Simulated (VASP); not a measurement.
Wanted: the native input for a VASP 6.6.1 run.

| Item | Value |
| --- | --- |
| Task | single point |
| Functional | LDA |
| Potentials or basis | VASP PAW LDA potentials, release 64 (Hf_pv) |
| Cutoff | 520 eV |
| k mesh | 6 × 6 × 9 |
| Occupations | fermi-dirac, width 0.05 eV |
| Spin | no spin polarisation |
| Dipole correction | no |
| Further INCAR settings | ALGO = Normal; EDIFF = 1e-06; NBANDS = 22 |

The structure of Hf lies in POSCAR:

```
Hf
1.0
    4.9951936113      0.0000000000      0.0000000000
   -2.4975968057      4.3259645642      0.0000000000
    0.0000000000      0.0000000000      3.1066714698
Hf
3
Direct
    0.0000000000      0.0000000000      0.0000000000
    0.3333333333      0.6666666667      0.5000000000
    0.6666666667      0.3333333333      0.5000000000
```

The input as run:

INCAR

```
PREC = Accurate
ENCUT = 520
EDIFF = 1E-6
ISMEAR = -1
SIGMA = 0.05
LREAL = F
LASPH = T
NELM = 80
ALGO = Normal
ISIF = 2
LWAVE = F
LCHARG = F
GGA = CA
NBANDS = 22
```

KPOINTS

```
regular mesh
0
Gamma
  6 6 9
```

Potentials or basis: VASP PAW LDA potentials, release 64 (Hf_pv).

The run is started by

```console
$ cat potpaw_LDA.64/Hf_pv/POTCAR > POTCAR
$ mpirun -np 1 vasp_std > vasp.out
```

Results of the run:

- Pressure: -8.5 GPa
- Band gap on the k mesh: zero (band 15 reaches 4.85 eV, above the bottom of band 16 at 4.05 eV)

Caveat: spin-orbit coupling is left out, which moves the levels of the heavy elements.

It took 24 s on 1 thread of Intel(R) Xeon(R) 6975P-C (Granite Rapids), with other jobs on the host, peak memory 0.18 GiB.
